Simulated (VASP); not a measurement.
# PbS (F-43m) in VASP: further runs, part 2 of 2

VASP 6.6.1.

### Step 4. Single point, PBE (volume scaled by 0.980)

Contents of INCAR:

```
SYSTEM = PbS
ALGO = Normal
EDIFF = 1E-6
ENCUT = 520
GGA = PE
ISIF = 2
ISMEAR = 0
LASPH = .True.
LCHARG = .False.
LREAL = .False.
LWAVE = .False.
NBANDS = 17
NELM = 100
PREC = Accurate
SIGMA = 0.05
```

Contents of KPOINTS:

```
k-points
0
Gamma
  10 10 10
  0 0 0
```

Contents of POSCAR:

```
PbS
1.0
    0.0000000000      3.3015230458      3.3015230458
    3.3015230458      0.0000000000      3.3015230458
    3.3015230458      3.3015230458      0.0000000000
Pb S
1 1
Direct
    0.0000000000      0.0000000000      0.0000000000
    0.2500000000      0.2500000000      0.2500000000
```

Potentials or basis: VASP PAW PBE potentials, release 64 (Pb_d, S).

The run is started by

```bash
cat potpaw_PBE.64/Pb_d/POTCAR potpaw_PBE.64/S/POTCAR > POTCAR
mpirun -np 1 vasp_std > vasp.out
```

OUTCAR:

```text
SYSTEM = PbS
   EDIFF = 1E-6
   ENCUT = 520
   GGA = PE
   ISIF = 2
   ISMEAR = 0
   LASPH = .True.
   LREAL = .False.
   NELM = 100
   PREC = Accurate

 ion  position               nearest neighbor table
   1  0.000  0.000  0.000-   2 2.86   2 2.86   2 2.86   2 2.86
   2  0.250  0.250  0.250-   1 2.86   1 2.86   1 2.86   1 2.86

  LATTYP: Found a face centered cubic cell.
 ALAT       =     6.6030460916

  Lattice vectors:

 A1 = (   0.0000000000,   3.3015230458,   3.3015230458)
 A2 = (   3.3015230458,   0.0000000000,   3.3015230458)
 A3 = (   3.3015230458,   3.3015230458,   0.0000000000)

Analysis of symmetry for initial positions (statically):
=====================================================================
 Subroutine PRICEL returns:
 Original cell was already a primitive cell.

 Routine SETGRP: Setting up the symmetry group for a
 face centered cubic supercell.

 Subroutine GETGRP returns: Found 24 space group operations
 (whereof 24 operations were pure point group operations)
 out of a pool of 48 trial point group operations.

The static configuration has the point symmetry T_d .

Analysis of symmetry for dynamics (positions and initial velocities):
=====================================================================
 Subroutine PRICEL returns:
 Original cell was already a primitive cell.

 Routine SETGRP: Setting up the symmetry group for a
 face centered cubic supercell.

 Subroutine GETGRP returns: Found 24 space group operations
 (whereof 24 operations were pure point group operations)
 out of a pool of 48 trial point group operations.

The dynamic configuration has the point symmetry T_d .

 Subroutine INISYM returns: Found 24 space group operations
 (whereof 24 operations are pure point group operations),
 and found     1 'primitive' translations

----------------------------------------------------------------------------------------

                                     Primitive cell

  volume of cell :      71.9736
[... 102 lines left out ...]
   EMIN   =  10.00;   EMAX   =-10.00  energy-range for DOS
   EFERMI =   0.00;   METHOD = LEGACY
   ISMEAR =     0;   SIGMA  =   0.05  broadening in eV -4-tet -1-fermi 0-gaus
   EFERMI_NEDOS =   21; number of points for ismear=-14 and -15
   IALGO  =     38    algorithm
   IMIX   =      4    mixing-type and parameters
     AMIX     =   0.40;   BMIX     =  1.00
     AMIX_MAG =   1.60;   BMIX_MAG =  1.00
  volume/ion in A,a.u.               =      35.99       242.85
  Fermi-wavevector in a.u.,A,eV,Ry     =   1.068301  2.018797 15.527895  1.141268
  Thomas-Fermi vector in A             =   2.203945
   LORBIT       =      0    0 simple, 1 ext, 2 COOP (PROOUT), +10 PAW based schemes
   GGA     = PE    functional components
   LHFCALC =     F    Hartree Fock is set to
   AEXX    =    0.0000 exact exchange contribution
   IVDW    =     0    specifies the selected vdW correction
   LEPSILON=     F    determine dielectric tensor
   LRPA    =     F    only Hartree local field effects (RPA)
 non-spin polarized calculation
 Gauss-broadening in eV      SIGMA  =   0.05
  energy-cutoff  :      520.00
  volume of cell :       71.97
 maximum number of plane-waves:      1964
   NGX = 17   NGY = 17   NGZ = 17

 number of electron      19.9999996 magnetization

 Free energy of the ion-electron system (eV)
  ---------------------------------------------------
  ext. energy  EPLUGINS =         0.00000000
  ---------------------------------------------------
  free energy    TOTEN  =        -8.40552979 eV

  energy without entropy =       -8.40552979  energy(sigma->0) =       -8.40552979

 E-fermi :   3.0617     XC(G=0):  -7.9196

 val. band max:        2.8287343067   @ k =  -0.3000   0.5000   0.2000
 cond. band min:       3.6726430611   @ k =   0.5000   0.5000   0.0000
 fundamental gap:      0.8439087544
 Fermi energy:         3.0616531058

 k-point     1 :       0.0000    0.0000    0.0000
  band No.  band energies     occupation
      1     -13.7797      2.00000
      2     -13.7797      2.00000
      3     -13.7797      2.00000
      4     -13.7437      2.00000
      5     -13.7437      2.00000
      6      -9.7411      2.00000
[... 457 lines left out ...]
      4     -13.7501      2.00000
      5     -13.7365      2.00000
      6      -8.9788      2.00000
[... 9 lines left out ...]
     16      12.3447      0.00000
     17      13.8517      0.00000

 [... further k-points ...]
[... 5 lines left out ...]
  --------------------------------------------------------------------------------------
  -------------------------------------------------------------------------------------
  Total        0.3093984      0.3093984      0.3093984      0.0000000      0.0000000      0.0000000
  in kB        6.8874057      6.8874057      6.8874057      0.0000000      0.0000000      0.0000000
  external PRESSURE =       6.8874057 kB  Pullay stress =       0.0000000 kB

 VOLUME and BASIS-vectors are now :
 -----------------------------------------------------------------------------
  energy-cutoff  :      520.00
  volume of cell :       71.97
      direct lattice vectors                 reciprocal lattice vectors
     0.000000000  3.301523046  3.301523046    -0.151445255  0.151445255  0.151445255
     3.301523046  0.000000000  3.301523046     0.151445255 -0.151445255  0.151445255
     3.301523046  3.301523046  0.000000000     0.151445255  0.151445255 -0.151445255

 POSITION                                       TOTAL-FORCE (eV/Angst)
 -----------------------------------------------------------------------------------
      0.00000      0.00000      0.00000         0.000000      0.000000      0.000000
      1.65076      1.65076      1.65076        -0.000000     -0.000000     -0.000000
 -----------------------------------------------------------------------------------
    total drift:                                0.000000      0.000000      0.000000

  FREE ENERGIE OF THE ION-ELECTRON SYSTEM (eV)
  ---------------------------------------------------
  free  energy   TOTEN  =        -8.4055297892 eV

  energy  without entropy=       -8.4055297892  energy(sigma->0) =       -8.40552979
```

OSZICAR:

```text
N       E                     dE             d eps       ncg     rms          rms(c)
DAV:   1     0.164376835945E+03    0.16438E+03   -0.92847E+03  1598   0.113E+03
DAV:   2     0.540572822001E+01   -0.15897E+03   -0.15284E+03  1713   0.297E+02
DAV:   3    -0.869047586514E+01   -0.14096E+02   -0.13860E+02  2085   0.947E+01
DAV:   4    -0.909828860642E+01   -0.40781E+00   -0.40741E+00  2041   0.195E+01
DAV:   5    -0.911286307480E+01   -0.14574E-01   -0.14573E-01  2242   0.347E+00    0.495E+00
DAV:   6    -0.839889888003E+01    0.71396E+00   -0.21190E+00  2412   0.896E+00    0.369E+00
DAV:   7    -0.839966729844E+01   -0.76842E-03   -0.19307E-01  1766   0.209E+00    0.195E+00
DAV:   8    -0.840419995762E+01   -0.45327E-02   -0.20137E-02  1810   0.153E+00    0.159E-01
DAV:   9    -0.840467995980E+01   -0.48000E-03   -0.64391E-03  2089   0.586E-01    0.181E-01
DAV:  10    -0.840537298840E+01   -0.69303E-03   -0.92401E-04  1663   0.204E-01    0.520E-02
DAV:  11    -0.840551208131E+01   -0.13909E-03   -0.22628E-04  1984   0.125E-01    0.308E-02
DAV:  12    -0.840552772757E+01   -0.15646E-04   -0.38956E-05  1827   0.659E-02    0.472E-03
DAV:  13    -0.840552934037E+01   -0.16128E-05   -0.25734E-06  1890   0.132E-02    0.210E-03
DAV:  14    -0.840552978921E+01   -0.44884E-06   -0.82510E-07  1487   0.478E-03
   1 F= -.84055298E+01 E0= -.84055298E+01  d E =-.127404E-12
```

stdout:

```text
POSCAR found type information on POSCAR PbS
 POSCAR found :  2 types and       2 ions
 scaLAPACK will be used
 LDA part: xc-table for (Slater+PW92), standard interpolation
 POSCAR, INCAR and KPOINTS ok, starting setup
 FFT: planning ... GRIDC
 FFT: planning ... GRID_SOFT
 FFT: planning ... GRID
 WAVECAR not read
 entering main loop
```

Run time: 24 s. Hardware: 1 thread of Intel Xeon 6975P-C (Granite Rapids), shared host; peak memory 0.22 GiB.

Results:

```yaml
Free_energy: -8.4055 eV
Pressure: 0.7 GPa
Band_gap_on_the_k_mesh: 0.84 eV, indirect (least direct gap 1.27 eV)
```

Levels at points of the mesh, in eV from the valence-band top:
```tsv
k point	band 8	band 9	band 10	band 11	band 12	band 13
(0.00, 0.00, 0.00)	-1.69	-1.69	-1.69	2.53	2.53	2.53
(0.50, 0.00, 0.00)	-2.19	-2.19	-1.88	3.24	3.24	3.64
(0.50, 0.50, 0.00)	-2.88	-2.88	-0.43	0.84	5.13	5.13
```

Caveat: spin-orbit coupling is left out, which moves the levels of the heavy elements.

### Step 5. The runs side by side

| cell | gap on the mesh (eV) | pressure (GPa) |
| --- | --- | --- |
| a = 4.613 Å, angles 60.0°, 2 atoms | 0.75 | 2.2 |
| a = 4.637 Å, angles 60.0°, 2 atoms | 0.79 | 1.5 |
| a = 4.669 Å, angles 60.0°, 2 atoms | 0.84 | 0.7 |

Alike in all rows: task single point; level PBE; potentials or basis VASP PAW PBE potentials, release 64 (Pb_d, S); no spin polarisation; k mesh 10 × 10 × 10; cutoff (eV) 520; smearing gaussian 0.05 eV.

Caveats: spin-orbit coupling is left out, which moves the levels of the heavy elements.

Total energies depend on the potentials used, so only differences within one code and one set of settings carry meaning.
